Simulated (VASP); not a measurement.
# Ca3AsP in VASP: settings compared

Aim: see how the results for Ca3AsP move with the level of theory and the settings. Levels: PBE+D3(BJ), PBE+D4, PBE. Tasks: relaxation of cell and atoms, single point.

All numbers are computed with VASP 6.6.1; they aren't measurements. Logs are shortened: lines on timing, memory, paths and dates and some standing lists are left out, and cuts for length are marked.

## 1. The cell of the first run

Symmetry: Pm-3m, No. 221, cubic system. The conventional cell has a = 5.334 Å, b = 5.334 Å, c = 5.334 Å, α = 90.00°, β = 90.00°, γ = 90.00°. As (site symmetry m-3m) has 12 Ca at 3.77 Å and 8 P at 4.62 Å within 5.0 Å. Ca (site symmetry 4/mmm) has 2 P at 2.67 Å within 3.5 Å. Within 3.5 Å of P (site symmetry m-3m) lie 6 Ca at 2.67 Å.

## 2. Relaxation of cell and atoms, PBE+D3(BJ)

Input file INCAR:

```
PREC = Accurate
ENCUT = 600
EDIFF = 1E-7
ISMEAR = -1
SIGMA = 0.05
LREAL = False
LASPH = True
NELM = 80
ALGO = Normal
ISIF = 3
LWAVE = False
LCHARG = False
GGA = PE
IVDW = 12
IBRION = 2
NSW = 60
EDIFFG = -0.01
```

Input file KPOINTS:

```
regular mesh
0
Gamma
  5 5 5
```

Input file POSCAR:

```
Ca3AsP
1.0
    5.3338990000      0.0000000000      0.0000000000
    0.0000000000      5.3338990000      0.0000000000
    0.0000000000      0.0000000000      5.3338990000
As Ca P
1 3 1
Direct
    0.0000000000      0.0000000000      0.0000000000
    0.5000000000      0.5000000000      0.0000000000
    0.5000000000      0.0000000000      0.5000000000
    0.0000000000      0.5000000000      0.5000000000
    0.5000000000      0.5000000000      0.5000000000
```

Potentials or basis: VASP PAW PBE potentials, release 64 (As, Ca_sv, P).

On the command line:

```bash
cat potpaw_PBE.64/As/POTCAR potpaw_PBE.64/Ca_sv/POTCAR potpaw_PBE.64/P/POTCAR > POTCAR
mpirun -np 1 vasp_std > vasp.out
```

OUTCAR:

```text
PREC = Accurate
   ENCUT = 600
   EDIFF = 1E-7
   ISMEAR = -1
   LREAL = False
   LASPH = True
   NELM = 80
   ISIF = 3
   GGA = PE
   IVDW = 12
   IBRION = 2
   NSW = 60
   EDIFFG = -0.01
 IVDW          = 12

 ion  position               nearest neighbor table
   1  0.000  0.000  0.000-
   2  0.500  0.500  0.000-   5 2.67   5 2.67
   3  0.500  0.000  0.500-   5 2.67   5 2.67
   4  0.000  0.500  0.500-   5 2.67   5 2.67
   5  0.500  0.500  0.500-   2 2.67   3 2.67   4 2.67   2 2.67   3 2.67   4 2.67

  LATTYP: Found a simple cubic cell.
 ALAT       =     5.3338990000

  Lattice vectors:

 A1 = (   5.3338990000,   0.0000000000,   0.0000000000)
 A2 = (   0.0000000000,   5.3338990000,   0.0000000000)
 A3 = (   0.0000000000,   0.0000000000,   5.3338990000)

Analysis of symmetry for initial positions (statically):
=====================================================================
 Subroutine PRICEL returns:
 Original cell was already a primitive cell.

 Routine SETGRP: Setting up the symmetry group for a
 simple cubic supercell.

 Subroutine GETGRP returns: Found 48 space group operations
 (whereof 48 operations were pure point group operations)
 out of a pool of 48 trial point group operations.

The static configuration has the point symmetry O_h .

Analysis of symmetry for dynamics (positions and initial velocities):
=====================================================================
 Subroutine PRICEL returns:
 Original cell was already a primitive cell.

 Routine SETGRP: Setting up the symmetry group for a
 simple cubic supercell.

 Subroutine GETGRP returns: Found 48 space group operations
 (whereof 48 operations were pure point group operations)
 out of a pool of 48 trial point group operations.

The dynamic configuration has the point symmetry O_h .

 Subroutine INISYM returns: Found 48 space group operations
 (whereof 48 operations are pure point group operations),
 and found     1 'primitive' translations

----------------------------------------------------------------------------------------

                                     Primitive cell

  volume of cell :     151.7520

  direct lattice vectors                    reciprocal lattice vectors
     5.333899000  0.000000000  0.000000000     0.187480115  0.000000000  0.000000000
     0.000000000  5.333899000  0.000000000     0.000000000  0.187480115  0.000000000
     0.000000000  0.000000000  5.333899000     0.000000000  0.000000000  0.187480115

  length of vectors
     5.333899000  5.333899000  5.333899000     0.187480115  0.187480115  0.187480115

  position of ions in fractional coordinates (direct lattice)
     0.000000000  0.000000000  0.000000000
     0.500000000  0.500000000  0.000000000
     0.500000000  0.000000000  0.500000000
     0.000000000  0.500000000  0.500000000
     0.500000000  0.500000000  0.500000000

  ion indices of the primitive-cell ions
   primitive index   ion index
                 1           1
                 2           2
                 3           3
                 4           4
                 5           5

----------------------------------------------------------------------------------------

 KPOINTS: regular mesh

Automatic generation of k-mesh.
 Grid dimensions read from file:
 generate k-points for:    5    5    5

 Generating k-lattice:

  Cartesian coordinates                     Fractional coordinates (reciprocal lattice)
     0.037496023  0.000000000  0.000000000     0.200000000  0.000000000  0.000000000
     0.000000000  0.037496023  0.000000000     0.000000000  0.200000000  0.000000000
     0.000000000  0.000000000  0.037496023     0.000000000  0.000000000  0.200000000

  Length of vectors
     0.037496023  0.037496023  0.037496023

  Shift w.r.t. Gamma in fractional coordinates (k-lattice)
     0.000000000  0.000000000  0.000000000

 Subroutine IBZKPT returns following result:
 ===========================================

 Found     10 irreducible k-points:

 Following reciprocal coordinates:
            Coordinates               Weight
  0.000000  0.000000  0.000000      1.000000
  0.200000  0.000000  0.000000      6.000000
  0.400000  0.000000  0.000000      6.000000
  0.200000  0.200000  0.000000     12.000000
  0.400000  0.200000  0.000000     24.000000
  0.400000  0.400000  0.000000     12.000000
  0.200000  0.200000  0.200000      8.000000
  0.400000  0.200000  0.200000     24.000000
  0.400000  0.400000  0.200000     24.000000
  0.400000  0.400000  0.400000      8.000000
   k-points           NKPTS =     10   k-points in BZ     NKDIM =     10   number of bands    NBANDS=     24
   number of dos      NEDOS =    301   number of ions     NIONS =      5
   total plane-waves  NPLWV = 110592
   dimension x,y,z NGX =    48 NGY =   48 NGZ =   48
   dimension x,y,z NGXF=    96 NGYF=   96 NGZF=   96
   ions per type =               1   3   1
   NGX,Y,Z   is equivalent  to a cutoff of  14.96, 14.96, 14.96 a.u.
   NGXF,Y,Z  is equivalent  to a cutoff of  29.92, 29.92, 29.92 a.u.
 SYSTEM =  unknown system
   PREC   = accura    normal or accurate (medium, high low for compatibility)
   ISTART =      0    job   : 0-new  1-cont  2-samecut
   ICHARG =      2    charge: 1-file 2-atom 10-const
   ISPIN  =      1    spin polarized calculation?
   LNONCOLLINEAR =      F non collinear calculations
   LSORBIT =      F    spin-orbit coupling
   LASPH  =      T    aspherical Exc in radial PAW
   ENCUT  =  600.0 eV  44.10 Ry    6.64 a.u.  10.65 10.65 10.65*2*pi/ulx,y,z
   NELM   =     80;   NELMIN=  2; NELMDL= -5     # of ELM steps
   EDIFF  = 0.1E-06   stopping-criterion for ELM
   LREAL  =      F    real-space projection
   EDIFFG = -.1E-01   stopping-criterion for IOM
   NSW    =     60    number of steps for IOM
   IBRION =      2    ionic relax: 0-MD 1-quasi-New 2-CG
   NFREE  =      1    steps in history (QN), initial steepest desc. (CG)
   ISIF   =      3    stress and relaxation
   ISYM   =      2    0-nonsym 1-usesym 2-fastsym
   POTIM  = 0.5000    time-step for ionic-motion
   TEBEG  =    0.0;   TEEND  =   0.0 temperature during run
   PSTRESS=    0.0 pullay stress
   NELECT =      40.0000    total number of electrons
   NUPDOWN=      -1.0000    fix difference up-down
   EMIN   =  10.00;   EMAX   =-10.00  energy-range for DOS
   EFERMI =   0.00;   METHOD = LEGACY
   ISMEAR =    -1;   SIGMA  =   0.05  broadening in eV -4-tet -1-fermi 0-gaus
   EFERMI_NEDOS =   21; number of points for ismear=-14 and -15
   IALGO  =     38    algorithm
   IMIX   =      4    mixing-type and parameters
     AMIX     =   0.40;   BMIX     =  1.00
     AMIX_MAG =   1.60;   BMIX_MAG =  1.00
  volume/ion in A,a.u.               =      30.35       204.81
  Fermi-wavevector in a.u.,A,eV,Ry     =   1.049663  1.983576 14.990806  1.101793
  Thomas-Fermi vector in A             =   2.184635
   LORBIT       =      0    0 simple, 1 ext, 2 COOP (PROOUT), +10 PAW based schemes
   GGA     = PE    functional components
   LHFCALC =     F    Hartree Fock is set to
   AEXX    =    0.0000 exact exchange contribution
   IVDW    =    12    specifies the selected vdW correction
   LEPSILON=     F    determine dielectric tensor
   LRPA    =     F    only Hartree local field effects (RPA)
 conjugate gradient relaxation of ions
 non-spin polarized calculation
  energy-cutoff  :      600.00
  volume of cell :      151.75
 maximum number of plane-waves:      5086
 NGX is ok and might be reduce to    48
   NGX = 21   NGY = 21   NGZ = 21

--------------------------------------- Ionic step        1  -------------------------------------------

 number of electron      40.0000002 magnetization

 Free energy of the ion-electron system (eV)
  ---------------------------------------------------
  ext. energy  EPLUGINS =         0.00000000
  ---------------------------------------------------
  free energy    TOTEN  =       -20.16492463 eV

  energy without entropy =      -20.16383568  energy(sigma->0) =      -20.16438016

------------------------ aborting loop because EDIFF is reached ----------------------------------------

 Edisp (eV)   -1.44626

 E8    (eV) :    -0.6713

  FORCE on cell =-STRESS in cart. coord.  units (eV):
  Direction    XX          YY          ZZ          XY          YZ          ZX
  --------------------------------------------------------------------------------------
  -------------------------------------------------------------------------------------
  Total      -1.42664    -1.42664    -1.42664    -0.00000    -0.00000     0.00000
  in kB     -15.06232   -15.06232   -15.06232    -0.00000    -0.00000     0.00000
  external pressure =      -15.06 kB  Pullay stress =        0.00 kB

 VOLUME and BASIS-vectors are now :
 -----------------------------------------------------------------------------
  energy-cutoff  :      600.00
  volume of cell :      151.75
      direct lattice vectors                 reciprocal lattice vectors
     5.333899000  0.000000000  0.000000000     0.187480115  0.000000000  0.000000000
     0.000000000  5.333899000  0.000000000     0.000000000  0.187480115  0.000000000
     0.000000000  0.000000000  5.333899000     0.000000000  0.000000000  0.187480115
[... 44 lines left out ...]
 POSITION                                       TOTAL-FORCE (eV/Angst)
 -----------------------------------------------------------------------------------
      0.00000      0.00000      0.00000         0.000000      0.000000      0.000000
      2.63024      2.63024      0.00000        -0.000000      0.000000      0.000000
      2.63024     -0.00000      2.63024         0.000000     -0.000000      0.000000
     -0.00000      2.63024      2.63024         0.000000     -0.000000      0.000000
      2.63024      2.63024      2.63024        -0.000000      0.000000      0.000000
 -----------------------------------------------------------------------------------
    total drift:                                0.000000      0.000000     -0.000000

  FREE ENERGIE OF THE ION-ELECTRON SYSTEM (eV)
  ---------------------------------------------------
  free  energy   TOTEN  =       -21.6392292465 eV

  energy  without entropy=      -21.6386137779  energy(sigma->0) =      -21.63892151

--------------------------------------- Ionic step        3  -------------------------------------------

 number of electron      40.0000003 magnetization

 Free energy of the ion-electron system (eV)
  ---------------------------------------------------
  ext. energy  EPLUGINS =         0.00000000
  ---------------------------------------------------
  free energy    TOTEN  =       -20.13493619 eV

  energy without entropy =      -20.13429581  energy(sigma->0) =      -20.13461600

 E-fermi :   3.0186     XC(G=0):  -8.5913

 val. band max:        2.8534547768   @ k =   0.0000   0.0000   0.0000
 cond. band min:       3.1249368901   @ k =   0.0000   0.0000   0.0000
 fundamental gap:      0.2714821133
 Fermi energy:         3.0185988897

 k-point     1 :       0.0000    0.0000    0.0000
  band No.  band energies     occupation
      1     -38.1765      2.00000
      2     -38.1464      2.00000
      3     -38.1464      2.00000
      4     -19.3029      2.00000
      5     -19.3029      2.00000
      6     -19.3029      2.00000
[... 16 lines left out ...]
     23       3.7254      0.00000
     24       3.9014      0.00000
[... 267 lines left out ...]
 POSITION                                       TOTAL-FORCE (eV/Angst)
 -----------------------------------------------------------------------------------
      0.00000      0.00000      0.00000         0.000000      0.000000      0.000000
      2.63252      2.63252      0.00000        -0.000000      0.000000      0.000000
      2.63252     -0.00000      2.63252         0.000000     -0.000000      0.000000
     -0.00000      2.63252      2.63252         0.000000     -0.000000      0.000000
      2.63252      2.63252      2.63252        -0.000000      0.000000      0.000000
 -----------------------------------------------------------------------------------
    total drift:                                0.000000      0.000000     -0.000000

  FREE ENERGIE OF THE ION-ELECTRON SYSTEM (eV)
  ---------------------------------------------------
  free  energy   TOTEN  =       -21.6393581594 eV

  energy  without entropy=      -21.6387177828  energy(sigma->0) =      -21.63903797

 reached required accuracy - stopping structural energy minimisation
```

Run time: 2.3 min. Hardware: 1 thread of Intel Xeon Platinum 8488C (Sapphire Rapids), shared host; peak memory 0.36 GiB.

Results:

```
Free energy                           : -21.6394 eV
Relaxed volume                        : 29.19 Å³/atom
Relaxed cell                          : a = 5.265 Å, b = 5.265 Å, c = 5.265 Å, α = 90.00°, β = 90.00°, γ = 90.00°
Space group after relaxing (to 0.1 Å) : Pm-3m (No. 221)
Energy gained by relaxing             : 5.6 meV/atom
Ionic steps                           : 3
Pressure after relaxing               : 0.0 GPa
Band gap on the k mesh                : 0.27 eV
Dispersion energy per atom            : -0.301 eV
```

Step by step:
| step | energy change (eV) | largest force (eV/Å) | pressure (GPa) | volume (Å³) |
| --- | --- | --- | --- | --- |
| 1 | 0.0000 | 0.0000 | -1.51 | 151.75 |
| 2 | -0.0280 | 0.0000 | 0.11 | 145.57 |
| 3 | -0.0282 | 0.0000 | 0.00 | 145.95 |

Final structure:
```xyz
5
Lattice="5.2650 0.0000 0.0000 0.0000 5.2650 0.0000 0.0000 0.0000 5.2650" Properties=species:S:1:pos:R:3 pbc="T T T"
As    0.0000    0.0000    0.0000
Ca    2.6325    2.6325    0.0000
Ca    2.6325    0.0000    2.6325
Ca    0.0000    2.6325    2.6325
P     2.6325    2.6325    2.6325
```

Levels at points of the mesh, in eV from the valence-band top:
```
           k point  band 17  band 18  band 19  band 20  band 21  band 22  band 23  band 24
(0.00, 0.00, 0.00)    -1.72     0.00     0.00     0.00     0.27     0.87     0.87     1.05
```

## 3. Relaxation of cell and atoms, PBE+D4

Input file INCAR:

```
PREC = Accurate ; ENCUT = 600
EDIFF = 1E-6 ; ISMEAR = -1
SIGMA = 0.05 ; LREAL = F
LASPH = T ; NELM = 80
ALGO = Normal ; ISIF = 3
LWAVE = F ; LCHARG = F
GGA = PE ; IVDW = 13
IBRION = 2 ; NSW = 60
EDIFFG = -0.01
```

Input file KPOINTS:

```
Automatic mesh
0
Gamma
  5 5 5
```

POSCAR is that of step 2.

Potentials or basis: VASP PAW PBE potentials, release 64 (As, Ca_sv, P).

On the command line:

```bash
cat potpaw_PBE.64/As/POTCAR potpaw_PBE.64/Ca_sv/POTCAR potpaw_PBE.64/P/POTCAR > POTCAR
mpirun -np 1 vasp_std > vasp.out
```

Wall time 89 s (1 thread of Intel Xeon Platinum 8488C (Sapphire Rapids), shared host); peak memory 0.35 GiB.

It converged, with:

* Free energy: -21.0108 eV
* Relaxed volume: 29.64 Å³/atom
* Relaxed cell: a = 5.292 Å, b = 5.292 Å, c = 5.292 Å, α = 90.00°, β = 90.00°, γ = 90.00°
* Space group after relaxing (to 0.1 Å): Pm-3m (No. 221)
* Energy gained by relaxing: 1.9 meV/atom
* Ionic steps: 2
* Pressure after relaxing: 0.0 GPa
* Band gap on the k mesh: 0.24 eV
* Dispersion energy per atom: -0.171 eV

The path:
| step | energy change (eV) | largest force (eV/Å) | pressure (GPa) | volume (Å³) |
| --- | --- | --- | --- | --- |
| 1 | 0.0000 | 0.0000 | -0.86 | 151.75 |
| 2 | -0.0093 | 0.0000 | 0.04 | 148.21 |

Final structure:
```
CELL_PARAMETERS angstrom
5.29209 0.00000 0.00000
0.00000 5.29209 0.00000
0.00000 0.00000 5.29209
ATOMIC_POSITIONS crystal
As 0.00000 0.00000 0.00000
Ca 0.50000 0.50000 0.00000
Ca 0.50000 0.00000 0.50000
Ca 0.00000 0.50000 0.50000
P 0.50000 0.50000 0.50000
```

Levels at points of the mesh, in eV from the valence-band top:
| k point | band 16 | band 17 | band 18 | band 19 | band 20 | band 21 | band 22 | band 23 | band 24 |
| --- | --- | --- | --- | --- | --- | --- | --- | --- | --- |
| (0.00, 0.00, 0.00) | -1.71 | -1.71 | 0.00 | 0.00 | 0.00 | 0.24 | 0.88 | 0.88 | 1.07 |

## 4. Single point, PBE

Input file INCAR:

```
SYSTEM = Ca3AsP
PREC = Accurate
ENCUT = 520
EDIFF = 1E-7
ISMEAR = 1
SIGMA = 0.05
LREAL = .False.
LASPH = .True.
NELM = 80
ALGO = Normal
ISIF = 2
LWAVE = .False.
LCHARG = .False.
GGA = PE
NBANDS = 28
```

Input file KPOINTS:

```
Automatic mesh
0
Gamma
  8 8 8
  0 0 0
```

POSCAR is that of step 3.

On the command line:

```bash
cat potpaw_PBE.64/As/POTCAR potpaw_PBE.64/Ca_sv/POTCAR potpaw_PBE.64/P/POTCAR > POTCAR
mpirun -np 1 vasp_std > vasp.out
```

Wall time 2 min (1 thread of Intel Xeon Platinum 8488C (Sapphire Rapids), shared host); peak memory 0.33 GiB.

It converged, with:

- Free energy: -20.1675 eV
- Pressure: 0.0 GPa
- Band gap on the k mesh: 0.18 eV

Levels at points of the mesh, in eV from the valence-band top:
| k point | band 16 | band 17 | band 18 | band 19 | band 20 | band 21 | band 22 | band 23 | band 24 | band 25 |
| --- | --- | --- | --- | --- | --- | --- | --- | --- | --- | --- |
| (0.00, 0.00, 0.00) | -1.71 | -1.71 | 0.00 | 0.00 | 0.00 | 0.18 | 0.90 | 0.90 | 1.10 | 1.10 |
| (0.50, 0.00, 0.00) | -2.05 | -1.68 | -1.68 | -0.81 | -0.81 | 1.37 | 1.49 | 1.78 | 2.64 | 2.64 |
| (0.50, 0.50, 0.00) | -3.30 | -1.87 | -1.13 | -1.13 | -0.77 | 1.90 | 1.90 | 1.93 | 2.15 | 2.85 |
| (0.50, 0.50, 0.50) | -3.18 | -3.18 | -1.39 | -1.39 | -1.39 | 2.18 | 2.18 | 2.18 | 2.46 | 2.98 |

(Continued in part 2 of 2.)
